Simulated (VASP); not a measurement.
Set up this calculation in VASP 6.6.1, as the native input.

| Property | Result |
| --- | --- |
| Task | single point |
| Functional | PBE |
| Potentials or basis | VASP PAW PBE potentials, release 64 (Ga_d, Ge_d, Te) |
| Cutoff | 520 eV |
| k mesh | 4 × 4 × 2 |
| Occupations | gaussian, width 0.2 eV |
| Spin | no spin polarisation |
| Dipole correction | no |
| Further INCAR settings | ALGO = Normal; EDIFF = 1e-07; NBANDS = 59 |

The structure of Ga6GeTe lies in POSCAR:

```
Ga6GeTe
1.0
    4.8553554095      0.0000000030      0.0000000000
   -2.4276777074      4.2048611275      0.0000000000
    0.0000000000      0.0000000000      8.8116441741
Ga Ge Te
6 1 1
Direct
    0.6666666667      0.3333333333      0.0000000000
    0.3333333333      0.6666666667      0.1797123529
    0.3333333333      0.6666666667      0.8202876471
    0.6666666667      0.3333333333      0.6746079872
    0.6666666667      0.3333333333      0.3253920128
    0.0000000000      0.0000000000      0.0000000000
    0.3333333333      0.6666666667      0.5000000000
    0.0000000000      0.0000000000      0.5000000000
```

One way to write it, as run:

INCAR

```
PREC = Accurate
ENCUT = 520
EDIFF = 1E-7
ISMEAR = 0
SIGMA = 0.2
LREAL = F
LASPH = T
NELM = 60
ALGO = Normal
ISIF = 2
LWAVE = F
LCHARG = F
GGA = PE
NBANDS = 59
```

KPOINTS

```
Automatic mesh
0
Gamma
  4 4 2
```

Potentials or basis: VASP PAW PBE potentials, release 64 (Ga_d, Ge_d, Te).

Command:

```console
$ cat potpaw_PBE.64/Ga_d/POTCAR potpaw_PBE.64/Ge_d/POTCAR potpaw_PBE.64/Te/POTCAR > POTCAR
$ mpirun -np 1 vasp_std > vasp.out
```

It gave:

The pressure is -0.4 GPa, the largest force is 0.026 eV/Å and the band gap on the k mesh is zero (band 49 reaches 5.76 eV, above the bottom of band 50 at 5.02 eV).

Caveat: the k points lie up to 0.37 Å⁻¹ apart; spin-orbit coupling is left out, which moves the levels of the heavy elements.

It took 54 s on 1 thread of Intel(R) Xeon(R) 6975P-C (Granite Rapids), with other jobs on the host, peak memory 0.32 GiB.
